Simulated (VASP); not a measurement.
# ZnSe (F-43m) in VASP: a series of runs

Aim: see how the results for ZnSe move with the level of theory and the settings. Levels: PBE, LDA. Tasks: single point, relaxation of cell and atoms.

Everything below comes from runs of VASP 6.6.1. Logs are shortened: lines on timing, memory, paths and dates and some standing lists are left out, and cuts for length are marked.

**1. The cell of the first run**

The structure is cubic, space group F-43m (No. 216). The conventional cell has a = 5.665 Å, b = 5.665 Å, c = 5.665 Å, α = 90.00°, β = 90.00°, γ = 90.00°. Zn (site symmetry -43m) has 4 Se at 2.45 Å within 3.2 Å. Within 3.2 Å of Se (site symmetry -43m) lie 4 Zn at 2.45 Å.

**2. Single point, PBE**

File INCAR:

```
SYSTEM = ZnSe
ALGO = Normal
EDIFF = 1E-6
ENCUT = 520
GGA = PE
ISIF = 2
ISMEAR = 0
LASPH = .True.
LCHARG = .True.
LELF = .True.
LREAL = .False.
LVHAR = .True.
LWAVE = .False.
NBANDS = 16
NELM = 100
PREC = Accurate
SIGMA = 0.1
```

File KPOINTS:

```
k-points
0
Gamma
  6 6 6
  0 0 0
```

File POSCAR:

```
ZnSe
1.0
    0.0000000000      2.8324425400      2.8324425400
    2.8324425400      0.0000000000      2.8324425400
    2.8324425400      2.8324425400      0.0000000000
Zn Se
1 1
Direct
    0.0000000000      0.0000000000      0.0000000000
    0.2500000000      0.2500000000      0.2500000000
```

Potentials or basis: VASP PAW PBE potentials, release 64 (Zn, Se).

The run is started by

```
cat potpaw_PBE.64/Zn/POTCAR potpaw_PBE.64/Se/POTCAR > POTCAR
mpirun -np 1 vasp_std > vasp.out
```

OUTCAR:

```text
SYSTEM = ZnSe
   EDIFF = 1E-6
   ENCUT = 520
   GGA = PE
   ISIF = 2
   ISMEAR = 0
   LASPH = .True.
   LREAL = .False.
   NELM = 100
   PREC = Accurate

 ion  position               nearest neighbor table
   1  0.000  0.000  0.000-   2 2.45   2 2.45   2 2.45   2 2.45
   2  0.250  0.250  0.250-   1 2.45   1 2.45   1 2.45   1 2.45

  LATTYP: Found a face centered cubic cell.
 ALAT       =     5.6648850800

  Lattice vectors:

 A1 = (   0.0000000000,   2.8324425400,   2.8324425400)
 A2 = (   2.8324425400,   0.0000000000,   2.8324425400)
 A3 = (   2.8324425400,   2.8324425400,   0.0000000000)

Analysis of symmetry for initial positions (statically):
=====================================================================
 Subroutine PRICEL returns:
 Original cell was already a primitive cell.

 Routine SETGRP: Setting up the symmetry group for a
 face centered cubic supercell.

 Subroutine GETGRP returns: Found 24 space group operations
 (whereof 24 operations were pure point group operations)
 out of a pool of 48 trial point group operations.

The static configuration has the point symmetry T_d .

Analysis of symmetry for dynamics (positions and initial velocities):
=====================================================================
 Subroutine PRICEL returns:
 Original cell was already a primitive cell.

 Routine SETGRP: Setting up the symmetry group for a
 face centered cubic supercell.

 Subroutine GETGRP returns: Found 24 space group operations
 (whereof 24 operations were pure point group operations)
 out of a pool of 48 trial point group operations.

The dynamic configuration has the point symmetry T_d .

 Subroutine INISYM returns: Found 24 space group operations
 (whereof 24 operations are pure point group operations),
 and found     1 'primitive' translations

----------------------------------------------------------------------------------------

                                     Primitive cell

  volume of cell :      45.4478

  direct lattice vectors                    reciprocal lattice vectors
     0.000000000  2.832442540  2.832442540    -0.176526088  0.176526088  0.176526088
     2.832442540  0.000000000  2.832442540     0.176526088 -0.176526088  0.176526088
     2.832442540  2.832442540  0.000000000     0.176526088  0.176526088 -0.176526088

  length of vectors
     4.005678655  4.005678655  4.005678655     0.305752153  0.305752153  0.305752153

  position of ions in fractional coordinates (direct lattice)
     0.000000000  0.000000000  0.000000000
     0.250000000  0.250000000  0.250000000

  ion indices of the primitive-cell ions
   primitive index   ion index
                 1           1
                 2           2

----------------------------------------------------------------------------------------

 KPOINTS: k-points

Automatic generation of k-mesh.
 Grid dimensions read from file:
 generate k-points for:    6    6    6

 Generating k-lattice:

  Cartesian coordinates                     Fractional coordinates (reciprocal lattice)
    -0.029421015  0.029421015  0.029421015     0.166666667  0.000000000  0.000000000
     0.029421015 -0.029421015  0.029421015     0.000000000  0.166666667  0.000000000
     0.029421015  0.029421015 -0.029421015     0.000000000  0.000000000  0.166666667

  Length of vectors
     0.050958692  0.050958692  0.050958692

  Shift w.r.t. Gamma in fractional coordinates (k-lattice)
     0.000000000  0.000000000  0.000000000

 Subroutine IBZKPT returns following result:
 ===========================================

 Found     16 irreducible k-points:

 Following reciprocal coordinates:
            Coordinates               Weight
  0.000000  0.000000  0.000000      1.000000
  0.166667  0.000000  0.000000      8.000000
  0.333333  0.000000  0.000000      8.000000
  0.500000  0.000000  0.000000      4.000000
  0.166667  0.166667  0.000000      6.000000
  0.333333  0.166667  0.000000     24.000000
[... 8 lines left out ...]
 -0.333333  0.333333  0.166667     24.000000
 -0.333333  0.500000  0.166667     12.000000
   k-points           NKPTS =     16   k-points in BZ     NKDIM =     16   number of bands    NBANDS=     16
   number of dos      NEDOS =    301   number of ions     NIONS =      2
   total plane-waves  NPLWV =  27000
   dimension x,y,z NGX =    30 NGY =   30 NGZ =   30
   dimension x,y,z NGXF=    60 NGYF=   60 NGZF=   60
   ions per type =               1   1
   NGX,Y,Z   is equivalent  to a cutoff of  12.45, 12.45, 12.45 a.u.
   NGXF,Y,Z  is equivalent  to a cutoff of  24.90, 24.90, 24.90 a.u.
 SYSTEM =  ZnSe
   PREC   = accura    normal or accurate (medium, high low for compatibility)
   ISTART =      0    job   : 0-new  1-cont  2-samecut
   ICHARG =      2    charge: 1-file 2-atom 10-const
   ISPIN  =      1    spin polarized calculation?
   LNONCOLLINEAR =      F non collinear calculations
   LSORBIT =      F    spin-orbit coupling
   LASPH  =      T    aspherical Exc in radial PAW
   ENCUT  =  520.0 eV  38.22 Ry    6.18 a.u.   7.45  7.45  7.45*2*pi/ulx,y,z
   NELM   =    100;   NELMIN=  2; NELMDL= -5     # of ELM steps
   EDIFF  = 0.1E-05   stopping-criterion for ELM
   LREAL  =      F    real-space projection
   EDIFFG = 0.1E-04   stopping-criterion for IOM
   NSW    =      0    number of steps for IOM
   IBRION =     -1    ionic relax: 0-MD 1-quasi-New 2-CG
   NFREE  =      0    steps in history (QN), initial steepest desc. (CG)
   ISIF   =      2    stress and relaxation
   ISYM   =      2    0-nonsym 1-usesym 2-fastsym
   POTIM  = 0.5000    time-step for ionic-motion
   TEBEG  =    0.0;   TEEND  =   0.0 temperature during run
   PSTRESS=    0.0 pullay stress
   NELECT =      18.0000    total number of electrons
   NUPDOWN=      -1.0000    fix difference up-down
   EMIN   =  10.00;   EMAX   =-10.00  energy-range for DOS
   EFERMI =   0.00;   METHOD = LEGACY
   ISMEAR =     0;   SIGMA  =   0.10  broadening in eV -4-tet -1-fermi 0-gaus
   EFERMI_NEDOS =   21; number of points for ismear=-14 and -15
   IALGO  =     38    algorithm
   IMIX   =      4    mixing-type and parameters
     AMIX     =   0.40;   BMIX     =  1.00
     AMIX_MAG =   1.60;   BMIX_MAG =  1.00
  volume/ion in A,a.u.               =      22.72       153.35
  Fermi-wavevector in a.u.,A,eV,Ry     =   1.202249  2.271922 19.665909  1.445404
  Thomas-Fermi vector in A             =   2.338036
   LORBIT       =      0    0 simple, 1 ext, 2 COOP (PROOUT), +10 PAW based schemes
   GGA     = PE    functional components
   LHFCALC =     F    Hartree Fock is set to
   AEXX    =    0.0000 exact exchange contribution
   IVDW    =     0    specifies the selected vdW correction
   LEPSILON=     F    determine dielectric tensor
   LRPA    =     F    only Hartree local field effects (RPA)
 non-spin polarized calculation
 Gauss-broadening in eV      SIGMA  =   0.10
  energy-cutoff  :      520.00
  volume of cell :       45.45
 maximum number of plane-waves:      1243
 NGX is ok and might be reduce to    30
   NGX = 15   NGY = 15   NGZ = 15

 number of electron      18.0000011 magnetization

 Free energy of the ion-electron system (eV)
  ---------------------------------------------------
  ext. energy  EPLUGINS =         0.00000000
  ---------------------------------------------------
  free energy    TOTEN  =        -6.01393153 eV

  energy without entropy =       -6.01393153  energy(sigma->0) =       -6.01393153

 E-fermi :   2.0582     XC(G=0):  -9.3267

 val. band max:        1.6290301088   @ k =   0.0000   0.0000   0.0000
 cond. band min:       2.9236356180   @ k =   0.0000   0.0000   0.0000
 fundamental gap:      1.2946055092
 Fermi energy:         2.0581835691

 k-point     1 :       0.0000    0.0000    0.0000
  band No.  band energies     occupation
      1     -11.6388      2.00000
      2      -4.9255      2.00000
      3      -4.9255      2.00000
      4      -4.9255      2.00000
      5      -4.5548      2.00000
      6      -4.5548      2.00000
[... 8 lines left out ...]
     15      13.0903      0.00000
     16      13.0903      0.00000

 k-point     2 :       0.1667    0.0000    0.0000
  band No.  band energies     occupation
      1     -11.4639      2.00000
      2      -4.9093      2.00000
      3      -4.8988      2.00000
      4      -4.8988      2.00000
      5      -4.5565      2.00000
      6      -4.5565      2.00000
[... 8 lines left out ...]
     15      12.0903      0.00000
     16      12.6525      0.00000

 k-point     3 :       0.3333    0.0000    0.0000
  band No.  band energies     occupation
      1     -11.0711      2.00000
      2      -4.8540      2.00000
      3      -4.8540      2.00000
      4      -4.7551      2.00000
      5      -4.5483      2.00000
      6      -4.5483      2.00000
[... 8 lines left out ...]
     15      12.6825      0.00000
     16      12.6825      0.00000

 k-point     4 :       0.5000    0.0000    0.0000
  band No.  band energies     occupation
      1     -10.8468      2.00000
      2      -4.8377      2.00000
      3      -4.8377      2.00000
      4      -4.5363      2.00000
      5      -4.5363      2.00000
      6      -4.3955      2.00000
[... 8 lines left out ...]
     15      14.7398      0.00000
     16      14.7398      0.00000
[... 172 lines left out ...]
 k-point    14 :       0.5000    0.3333    0.1667
  band No.  band energies     occupation
      1     -10.7983      2.00000
      2      -4.8331      2.00000
      3      -4.7866      2.00000
      4      -4.6856      2.00000
      5      -4.5384      2.00000
      6      -4.4882      2.00000
[... 8 lines left out ...]
     15      14.5185      0.00000
     16      15.9389      0.00000

 k-point    15 :      -0.3333    0.3333    0.1667
  band No.  band energies     occupation
      1     -10.6450      2.00000
      2      -4.8129      2.00000
      3      -4.7575      2.00000
      4      -4.5906      2.00000
      5      -4.5611      2.00000
      6      -4.3107      2.00000
[... 8 lines left out ...]
     15      14.6992      0.00000
     16      15.6548      0.00000

 k-point    16 :      -0.3333    0.5000    0.1667
  band No.  band energies     occupation
      1     -10.5739      2.00000
      2      -4.8281      2.00000
      3      -4.7084      2.00000
      4      -4.6356      2.00000
      5      -4.5404      2.00000
      6      -4.2828      2.00000
[... 8 lines left out ...]
     15      15.3924      0.00000
     16      15.8166      0.00000

------------------------ aborting loop because EDIFF is reached ----------------------------------------

  FORCE on cell =-STRESS in cart. coord.  units (eV):
  Direction    XX          YY          ZZ          XY          YZ          ZX
  --------------------------------------------------------------------------------------
  -------------------------------------------------------------------------------------
  Total        0.6999504      0.6999504      0.6999504      0.0000000      0.0000000      0.0000000
  in kB       24.6754196     24.6754196     24.6754196      0.0000000      0.0000000      0.0000000
  external PRESSURE =      24.6754196 kB  Pullay stress =       0.0000000 kB

 VOLUME and BASIS-vectors are now :
 -----------------------------------------------------------------------------
  energy-cutoff  :      520.00
  volume of cell :       45.45
      direct lattice vectors                 reciprocal lattice vectors
     0.000000000  2.832442540  2.832442540    -0.176526088  0.176526088  0.176526088
     2.832442540  0.000000000  2.832442540     0.176526088 -0.176526088  0.176526088
     2.832442540  2.832442540  0.000000000     0.176526088  0.176526088 -0.176526088

 POSITION                                       TOTAL-FORCE (eV/Angst)
 -----------------------------------------------------------------------------------
      0.00000      0.00000      0.00000        -0.000000     -0.000000     -0.000000
      1.41622      1.41622      1.41622         0.000000      0.000000      0.000000
 -----------------------------------------------------------------------------------
    total drift:                               -0.000001     -0.000001     -0.000001

  FREE ENERGIE OF THE ION-ELECTRON SYSTEM (eV)
  ---------------------------------------------------
  free  energy   TOTEN  =        -6.0139315250 eV

  energy  without entropy=       -6.0139315250  energy(sigma->0) =       -6.01393153
```

Wall time 15 s (1 thread of Intel Xeon Platinum 8488C (Sapphire Rapids), shared host); peak memory 0.17 GiB.

What came out:

```
Free energy            : -6.0139 eV
Pressure               : 2.5 GPa
Band gap on the k mesh : 1.29 eV, direct
```

**3. Single point, PBE**

This run uses another cell than the first one, of 23.54 Å³/atom, 1.036 times its volume.

File INCAR:

```
PREC = Accurate ; ENCUT = 520
EDIFF = 1E-6 ; ISMEAR = 0
SIGMA = 0.02 ; LREAL = F
LASPH = T ; NELM = 60
ALGO = Normal ; ISIF = 2
LWAVE = F ; LCHARG = T
GGA = PE ; LELF = T
LVHAR = T ; NBANDS = 16
```

File KPOINTS:

```
Automatic mesh
0
Gamma
  8 8 8
```

File POSCAR:

```
ZnSe
1.0
    0.0000000000      2.8658805351      2.8658805351
    2.8658805351      0.0000000000      2.8658805351
    2.8658805351      2.8658805351      0.0000000000
Zn Se
1 1
Direct
    0.0000000000      0.0000000000      0.0000000000
    0.2500000000      0.2500000000      0.2500000000
```

Potentials or basis: VASP PAW PBE potentials, release 64 (Zn, Se).

The run is started by

```
cat potpaw_PBE.64/Zn/POTCAR potpaw_PBE.64/Se/POTCAR > POTCAR
mpirun -np 1 vasp_std > vasp.out
```

Run time: 24 s. Hardware: 1 thread of Intel Xeon Platinum 8488C (Sapphire Rapids), shared host; peak memory 0.17 GiB.

Results (log left out):

- Free energy: -6.0324 eV
- Pressure: 0.2 GPa
- Band gap on the k mesh: 1.16 eV, direct

Levels at points of the mesh, in eV from the valence-band top:
| k point | band 7 | band 8 | band 9 | band 10 | band 11 | band 12 |
| --- | --- | --- | --- | --- | --- | --- |
| (0.00, 0.00, 0.00) | 0.00 | 0.00 | 0.00 | 1.16 | 5.81 | 5.81 |
| (0.50, 0.00, 0.00) | -5.02 | -0.82 | -0.82 | 2.48 | 6.38 | 6.38 |
| (0.50, 0.50, 0.00) | -4.61 | -2.07 | -2.07 | 3.06 | 3.46 | 10.50 |

**4. Single point, PBE**

This run uses another cell than the first one, of 23.54 Å³/atom, 1.036 times its volume.

File INCAR:

```
SYSTEM = ZnSe
ALGO = Normal ; EDIFF = 1E-6
ENCUT = 520 ; GGA = PE
ISIF = 2 ; ISMEAR = 0
LASPH = .True. ; LCHARG = .False.
LREAL = .False. ; LWAVE = .False.
NBANDS = 16 ; NELM = 100
PREC = Accurate ; SIGMA = 0.02
```

File KPOINTS:

```
k-points
0
Gamma
  8 8 8
  0 0 0
```

POSCAR is that of step 3.

The run is started by

```
cat potpaw_PBE.64/Zn/POTCAR potpaw_PBE.64/Se/POTCAR > POTCAR
mpirun -np 1 vasp_std > vasp.out
```

It took 23 s on 1 thread of Intel Xeon Platinum 8488C (Sapphire Rapids), shared host; peak memory 0.17 GiB.

It converged, with:

```yaml
Free_energy: -6.0324 eV
Pressure: 0.2 GPa
Band_gap_on_the_k_mesh: 1.16 eV, direct
```

Levels at points of the mesh, in eV from the valence-band top:
| k point | band 6 | band 7 | band 8 | band 9 | band 10 | band 11 | band 12 | band 13 |
| --- | --- | --- | --- | --- | --- | --- | --- | --- |
| (0.00, 0.00, 0.00) | -6.09 | 0.00 | 0.00 | 0.00 | 1.16 | 5.81 | 5.81 | 5.81 |
| (0.50, 0.00, 0.00) | -5.94 | -5.02 | -0.82 | -0.82 | 2.48 | 6.38 | 6.38 | 8.48 |
| (0.50, 0.50, 0.00) | -5.92 | -4.61 | -2.07 | -2.07 | 3.06 | 3.46 | 10.50 | 11.02 |

**5. Relaxation of cell and atoms, PBE**

File INCAR:

```
SYSTEM = ZnSe
PREC = Accurate
ENCUT = 600
EDIFF = 1E-6
ISMEAR = 0
SIGMA = 0.02
LREAL = .False.
LASPH = .True.
NELM = 80
ALGO = Normal
ISIF = 3
LWAVE = .False.
LCHARG = .False.
GGA = PE
IBRION = 2
NSW = 100
EDIFFG = -0.005
```

File KPOINTS:

```
Automatic mesh
0
Gamma
  8 8 8
  0 0 0
```

File POSCAR:

```
ZnSe
1.0
    0.0000000000      2.8324425400      2.8324425400
    2.8324425400      0.0000000000      2.8324425400
    2.8324425400      2.8324425400      0.0000000000
Zn Se
1 1
Direct
    0.0000000000      0.0000000000      0.0000000000
    0.2500000000      0.2500000000      0.2500000000
```

The run is started by

```
cat potpaw_PBE.64/Zn/POTCAR potpaw_PBE.64/Se/POTCAR > POTCAR
mpirun -np 1 vasp_std > vasp.out
```

It took 48 s on 1 thread of Intel Xeon Platinum 8488C (Sapphire Rapids), shared host; peak memory 0.2 GiB.

Results (log left out):

| Property | Result |
| --- | --- |
| Free energy | -6.0321 eV |
| Relaxed volume | 23.65 Å³/atom |
| Relaxed cell | a = 4.059 Å, b = 4.059 Å, c = 4.059 Å, α = 60.00°, β = 60.00°, γ = 60.00° |
| Space group after relaxing (to 0.05 Å) | F-43m (No. 216) |
| Energy gained by relaxing | 6.6 meV/atom |
| Ionic steps | 5 |
| Pressure after relaxing | 0.0 GPa |
| Band gap on the k mesh | 1.14 eV, direct |

Step by step:
| step | energy change (eV) | largest force (eV/Å) | pressure (GPa) | volume (Å³) |
| --- | --- | --- | --- | --- |
| 1 | 0.0000 | 0.0000 | 2.43 | 45.45 |
| 2 | -0.0123 | 0.0000 | -0.57 | 47.75 |
| 3 | -0.0132 | 0.0000 | 0.11 | 47.25 |
| 4 | -0.0131 | 0.0000 | -0.06 | 47.33 |
| 5 | -0.0132 | 0.0000 | -0.02 | 47.29 |

Final structure:
```
Zn Se
1.0
     0.00000    2.87028    2.87028
     2.87028    0.00000    2.87028
     2.87028    2.87028    0.00000
Zn Se
1 1
Direct
  0.00000 0.00000 0.00000
  0.25000 0.25000 0.25000
```

Levels at points of the mesh, in eV from the valence-band top:
```
           k point  band 7  band 8  band 9  band 10  band 11  band 12
(0.00, 0.00, 0.00)    0.00    0.00    0.00     1.14     5.81     5.81
(0.50, 0.00, 0.00)   -4.99   -0.81   -0.81     2.48     6.39     6.39
(0.50, 0.50, 0.00)   -4.59   -2.05   -2.05     3.07     3.46    10.47
```

**6. Single point, LDA**

This run uses another cell than the first one, of 23.54 Å³/atom, 1.036 times its volume.

File INCAR:

```
PREC = Accurate
ENCUT = 500
EDIFF = 1E-6
ISMEAR = 0
SIGMA = 0.02
LREAL = False
LASPH = True
NELM = 120
ALGO = Normal
ISIF = 2
LWAVE = False
LCHARG = True
GGA = CA
LELF = True
LVHAR = True
NBANDS = 16
GGA_COMPAT = False
```

File KPOINTS:

```
regular mesh
0
Gamma
  8 8 8
```

File POSCAR:

```
ZnSe
1.0
    0.0000000000      2.8658805344      2.8658805344
    2.8658805344      0.0000000000      2.8658805344
    2.8658805344      2.8658805344      0.0000000000
Zn Se
1 1
Direct
    0.0000000000      0.0000000000      0.0000000000
    0.2500000000      0.2500000000      0.2500000000
```

Potentials or basis: VASP PAW LDA potentials, release 64 (Zn, Se).

The run is started by

```
cat potpaw_LDA.64/Zn/POTCAR potpaw_LDA.64/Se/POTCAR > POTCAR
mpirun -np 1 vasp_std > vasp.out
```

Run time: 33 s. Hardware: 1 thread of Intel Xeon 8259CL, shared host; peak memory 0.15 GiB.

It converged, with:

```yaml
Free_energy: -7.3113 eV
Pressure: -4.9 GPa
Band_gap_on_the_k_mesh: 0.93 eV, direct
```

Levels at points of the mesh, in eV from the valence-band top:
| k point | band 7 | band 8 | band 9 | band 10 | band 11 | band 12 |
| --- | --- | --- | --- | --- | --- | --- |
| (0.00, 0.00, 0.00) | 0.00 | 0.00 | 0.00 | 0.93 | 5.71 | 5.71 |
| (0.50, 0.00, 0.00) | -5.08 | -0.83 | -0.83 | 2.31 | 6.29 | 6.29 |
| (0.50, 0.50, 0.00) | -4.68 | -2.09 | -2.09 | 2.88 | 3.32 | 10.27 |

**7. The runs side by side**

| task | level | potentials or basis | cell | k mesh | cutoff (eV) | smearing | gap on the mesh (eV) | pressure (GPa) |
| --- | --- | --- | --- | --- | --- | --- | --- | --- |
| single point | PBE | VASP PAW PBE potentials, release 64 (Zn, Se) | a = 4.006 Å, angles 60.0°, 2 atoms | 6 × 6 × 6 | 520 | gaussian 0.1 eV | 1.29 | 2.5 |
| single point | PBE | VASP PAW PBE potentials, release 64 (Zn, Se) | a = 4.053 Å, angles 60.0°, 2 atoms | 8 × 8 × 8 | 520 | gaussian 0.02 eV | 1.16 | 0.2 |
| relaxation of cell and atoms | PBE | VASP PAW PBE potentials, release 64 (Zn, Se) | relaxed from a = 4.006 Å, angles 60.0°, 2 atoms | 8 × 8 × 8 | 600 | gaussian 0.02 eV | 1.14 | 0.0 |
| single point | LDA | VASP PAW LDA potentials, release 64 (Zn, Se) | a = 4.053 Å, angles 60.0°, 2 atoms | 8 × 8 × 8 | 500 | gaussian 0.02 eV | 0.93 | -4.9 |

Alike in all rows: no spin polarisation.

Total energies depend on the potentials used, so only differences within one code and one set of settings carry meaning.
